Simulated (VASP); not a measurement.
# Hf (Fd-3m) in VASP: notebook, part 2 of 2

VASP 6.6.1.

## 3. Relaxation of cell and atoms, PBE, target pressure 30 GPa, at which the enthalpy is minimised

This run uses another cell than the first one, of 21.17 Å³/atom, 0.958 times its volume.

Contents of INCAR:

```
ALGO = Normal ; EDIFF = 1E-7
EDIFFG = -0.005 ; ENCUT = 600
GGA = PE ; IBRION = 2
ISIF = 3 ; ISMEAR = -1
LASPH = T ; LCHARG = F
LREAL = F ; LWAVE = F
NELM = 60 ; NSW = 60
PREC = Accurate ; PSTRESS = 300.0
SIGMA = 0.08
```

Contents of KPOINTS:

```
k-points
0
Gamma
  12 12 12
```

Contents of POSCAR:

```
Hf
1.0
    0.0000000000      2.7661970616      2.7661970616
    2.7661970616      0.0000000000      2.7661970616
    2.7661970616      2.7661970616      0.0000000000
Hf
2
Direct
   -0.1250000000     -0.1250000000     -0.1250000000
    0.1250000000      0.1250000000      0.1250000000
```

Potentials or basis: VASP PAW PBE potentials, release 64 (Hf_pv).

Launch:

```console
$ cat potpaw_PBE.64/Hf_pv/POTCAR > POTCAR
$ mpirun -np 1 vasp_std > vasp.out
```

OUTCAR:

```text
EDIFF = 1E-7
   EDIFFG = -0.005
   ENCUT = 600
   GGA = PE
   IBRION = 2
   ISIF = 3
   ISMEAR = -1
   LASPH = T
   LREAL = F
   NELM = 60
   NSW = 60
   PREC = Accurate
   PSTRESS = 300.0

 ion  position               nearest neighbor table
   1  0.875  0.875  0.875-   2 2.40   2 2.40   2 2.40   2 2.40
   2  0.125  0.125  0.125-   1 2.40   1 2.40   1 2.40   1 2.40

  LATTYP: Found a face centered cubic cell.
 ALAT       =     5.5323941232

  Lattice vectors:

 A1 = (   0.0000000000,   2.7661970616,   2.7661970616)
 A2 = (   2.7661970616,   0.0000000000,   2.7661970616)
 A3 = (   2.7661970616,   2.7661970616,   0.0000000000)

Analysis of symmetry for initial positions (statically):
=====================================================================
 Subroutine PRICEL returns:
 Original cell was already a primitive cell.

 Routine SETGRP: Setting up the symmetry group for a
 face centered cubic supercell.

 Subroutine GETGRP returns: Found 48 space group operations
 (whereof 12 operations were pure point group operations)
 out of a pool of 48 trial point group operations.

The static configuration has the point symmetry D_3d.
 The point group associated with its full space group is O_h .

[... 171 lines left out ...]
  external PRESSURE =      59.3507936 kB  Pullay stress =     300.0000000 kB
[... 101 lines left out ...]
--------------------------------------- Ionic step        4  -------------------------------------------

 number of electron      20.0000002 magnetization

 Free energy of the ion-electron system (eV)
  ---------------------------------------------------
  ext. energy  EPLUGINS =         0.00000000
  ---------------------------------------------------
  free energy    TOTEN  =       -12.97797579 eV

  energy without entropy =      -12.93251579  energy(sigma->0) =      -12.95524579

 E-fermi :   4.4374     XC(G=0): -11.0584

 val. band max:        4.4267510953   @ k =   0.2500   0.2500   0.0000
 cond. band min:       4.4429815204   @ k =   0.4167   0.0000   0.0000
 fundamental gap:      0.0162304250
 Fermi energy:         4.4373670241

 k-point     1 :       0.0000    0.0000    0.0000
  band No.  band energies     occupation
      1     -27.0294      2.00000
      2     -27.0294      2.00000
      3     -27.0294      2.00000
      4     -25.1770      2.00000
      5     -25.1770      2.00000
      6     -25.1770      2.00000
      7      -1.8578      2.00000
      8       2.8579      2.00000
      9       2.8579      2.00000
     10       4.6017      0.22717
     11       4.6017      0.22717
     12       4.6017      0.22717
     13       7.4807      0.00000
     14       7.4807      0.00000
[... 377 lines left out ...]
      1     -27.4481      2.00000
      2     -27.3019      2.00000
      3     -26.7920      2.00000
      4     -25.4185      2.00000
      5     -24.8498      2.00000
      6     -24.7136      2.00000
      7       1.5218      2.00000
      8       2.1133      2.00000
      9       2.8495      2.00000
     10       2.8765      2.00000
     11       4.9010      0.00606
     12       4.9945      0.00189
     13       6.1379      0.00000
     14       8.3398      0.00000

 [... further k-points ...]

------------------------ aborting loop because EDIFF is reached ----------------------------------------

  FORCE on cell =-STRESS in cart. coord.  units (eV):
  Direction    XX          YY          ZZ          XY          YZ          ZX
  --------------------------------------------------------------------------------------
  -------------------------------------------------------------------------------------
  Total        8.2146994      8.2146994      8.2146994     -0.0000000     -0.0000000     -0.0000000
  in kB      299.9512603    299.9512603    299.9512603     -0.0000000     -0.0000000     -0.0000000
  external PRESSURE =      -0.0487397 kB  Pullay stress =     300.0000000 kB
[... 21 lines left out ...]
  energy  without entropy=      -12.9325157882  energy(sigma->0) =      -12.95524579

  enthalpy is  TOTEN    =        -4.7619415901 eV   P V=        8.2160342011

 reached required accuracy - stopping structural energy minimisation
```

Wall time 68 s (1 thread of Intel Xeon Platinum 8488C (Sapphire Rapids), shared host); peak memory 0.22 GiB.

Results:

| Property | Result |
| --- | --- |
| Free energy | -12.9780 eV |
| Relaxed volume | 21.94 Å³/atom |
| Relaxed cell | a = 3.959 Å, b = 3.959 Å, c = 3.959 Å, α = 60.00°, β = 60.00°, γ = 60.00° |
| Space group after relaxing (to 0.05 Å) | Fd-3m (No. 227) |
| Energy change on relaxing (the enthalpy is what falls) | -158.6 meV/atom |
| Ionic steps | 4 |
| Pressure after relaxing | 30.0 GPa |
| Band gap on the k mesh | zero (band 10 reaches 4.71 eV, above the bottom of band 11 at 4.22 eV) |

The path:
```tsv
step	energy change (eV)	largest force (eV/Å)	pressure (GPa)	volume (Å³)
1	0.0000	0.0000	35.94	42.33
2	-0.8481	0.0000	20.17	47.32
3	-0.3232	0.0000	29.88	43.91
4	-0.3172	0.0000	30.00	43.88
```

Final structure:
```
Hf
1.0
     0.00000    2.79946    2.79946
     2.79946    0.00000    2.79946
     2.79946    2.79946    0.00000
Hf
2
Direct
  0.87500 0.87500 0.87500
  0.12500 0.12500 0.12500
```

Levels at points of the mesh, in eV from the Fermi level:
| k point | band 8 | band 9 | band 10 | band 11 | band 12 | band 13 |
| --- | --- | --- | --- | --- | --- | --- |
| (0.00, 0.00, 0.00) | -1.58 | -1.58 | 0.16 | 0.16 | 0.16 | 3.04 |
| (0.50, 0.00, 0.00) | -2.09 | -1.43 | -1.43 | -0.21 | -0.21 | 1.10 |
| (0.50, 0.50, 0.00) | -3.07 | -0.11 | -0.11 | 0.27 | 0.27 | 2.28 |

Caveat: the cell is relaxed towards a set pressure, so the enthalpy falls and the energy may rise; spin-orbit coupling is left out, which moves the levels of the heavy elements.

## 4. Relaxation of cell and atoms, PBE, target pressure 30 GPa, at which the enthalpy is minimised

Contents of INCAR:

```
PREC = Accurate ; ENCUT = 600
EDIFF = 1E-7 ; ISMEAR = -1
SIGMA = 0.08 ; LREAL = False
LASPH = True ; NELM = 80
ALGO = Normal ; ISIF = 3
LWAVE = False ; LCHARG = False
GGA = PE ; IBRION = 2
NSW = 32 ; EDIFFG = -0.005
PSTRESS = 300.0
```

Contents of KPOINTS:

```
Automatic mesh
0
Gamma
  12 12 12
```

Contents of POSCAR:

```
Hf
1.0
    0.0000000000      2.8060797544      2.8060797544
    2.8060797544      0.0000000000      2.8060797544
    2.8060797544      2.8060797544      0.0000000000
Hf
2
Direct
   -0.1250000000     -0.1250000000     -0.1250000000
    0.1250000000      0.1250000000      0.1250000000
```

Launch:

```console
$ cat potpaw_PBE.64/Hf_pv/POTCAR > POTCAR
$ mpirun -np 1 vasp_std > vasp.out
```

Wall time 56 s (1 thread of Intel Xeon Platinum 8488C (Sapphire Rapids), shared host); peak memory 0.21 GiB.

Results (log left out):

* Free energy: -12.9780 eV
* Relaxed volume: 21.94 Å³/atom
* Relaxed cell: a = 3.959 Å, b = 3.959 Å, c = 3.959 Å, α = 60.00°, β = 60.00°, γ = 60.00°
* Space group after relaxing (to 0.05 Å): Fd-3m (No. 227)
* Energy change on relaxing (the enthalpy is what falls): +28.8 meV/atom
* Ionic steps: 3
* Pressure after relaxing: 30.0 GPa
* Band gap on the k mesh: zero (band 10 reaches 4.71 eV, above the bottom of band 11 at 4.22 eV)

Step by step:
```tsv
step	energy change (eV)	largest force (eV/Å)	pressure (GPa)	volume (Å³)
1	0.0000	0.0000	28.91	44.19
2	0.1820	0.0000	32.34	43.24
3	0.0575	0.0000	30.00	43.88
```

Final structure:
```
CELL_PARAMETERS angstrom
0.00000 2.79944 2.79944
2.79944 0.00000 2.79944
2.79944 2.79944 0.00000
ATOMIC_POSITIONS crystal
Hf 0.87500 0.87500 0.87500
Hf 0.12500 0.12500 0.12500
```

Levels at points of the mesh, in eV from the Fermi level:
```csv
k point,band 7,band 8,band 9,band 10,band 11,band 12,band 13,band 14
"(0.00, 0.00, 0.00)",-6.30,-1.58,-1.58,0.16,0.16,0.16,3.04,3.04
"(0.50, 0.00, 0.00)",-2.92,-2.09,-1.43,-1.43,-0.21,-0.21,1.10,4.92
"(0.50, 0.50, 0.00)",-3.07,-3.07,-0.11,-0.11,0.27,0.27,2.28,2.28
```

Caveat: the cell is relaxed towards a set pressure, so the enthalpy falls and the energy may rise; spin-orbit coupling is left out, which moves the levels of the heavy elements.

## 5. Overview

| task | cell | cutoff (eV) | gap on the mesh (eV) | pressure (GPa) |
| --- | --- | --- | --- | --- |
| single point | a = 3.968 Å, angles 60.0°, 2 atoms | 520 | none | 28.9 |
| relaxation of cell and atoms | relaxed to 30 GPa from a = 3.912 Å, angles 60.0°, 2 atoms | 600 | none | 30.0 |
| relaxation of cell and atoms | relaxed to 30 GPa from a = 3.968 Å, angles 60.0°, 2 atoms | 600 | none | 30.0 |

Alike in all rows: level PBE; potentials or basis VASP PAW PBE potentials, release 64 (Hf_pv); no spin polarisation; k mesh 12 × 12 × 12; smearing fermi-dirac 0.08 eV.

Caveats: spin-orbit coupling is left out, which moves the levels of the heavy elements; the cell is relaxed towards a set pressure, so the enthalpy falls and the energy may rise (some runs).

Total energies depend on the potentials used, so only differences within one code and one set of settings carry meaning.
